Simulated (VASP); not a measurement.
A run of VASP 6.6.1 is set up as follows.

File POSCAR:

```
Cu
1.0
    0.0000000000      1.8154809675      1.8154809675
    1.8154809675      0.0000000000      1.8154809675
    1.8154809675      1.8154809675      0.0000000000
Cu
1
Direct
    0.0000000000      0.0000000000      0.0000000000
```

The input INCAR.step1:

```
SYSTEM = Cu
  ALGO = Normal
  EDIFF = 1E-4
  ENCUT = 520
  GGA = PE
  ISMEAR = 0
  LASPH = .True.
  LCHARG = .False.
  LREAL = .False.
  LWAVE = .True.
  NBANDS = 12
  NELM = 100
  PREC = Accurate
  SIGMA = 0.05
```

The input INCAR.step2:

```
SYSTEM = Cu
  ALGO = Normal
  EDIFF = 1E-7
  ENCUT = 520
  ISIF = 2
  ISMEAR = 0
  ISTART = 1
  LASPH = .True.
  LCHARG = .True.
  LELF = .True.
  LMIXTAU = .True.
  LREAL = .False.
  LVHAR = .True.
  LWAVE = .False.
  METAGGA = R2SCAN
  NBANDS = 12
  NELM = 100
  PREC = Accurate
  SIGMA = 0.05
```

Contents of KPOINTS:

```
k-points
0
Gamma
  20 20 20
  0 0 0
```

Potentials or basis: VASP PAW PBE potentials, release 64 (Cu).

The run is started by

```bash
$ cat potpaw_PBE.64/Cu/POTCAR > POTCAR
$ cp INCAR.step1 INCAR
$ mpirun -np 1 vasp_std > vasp.out
$ cp INCAR.step2 INCAR
$ mpirun -np 1 vasp_std > vasp.out
```

Question: What does it give for the pressure?

Answer: -6.0 GPa.

Caveat: the PAW data sets were made with another functional, which shifts forces and pressure a little.
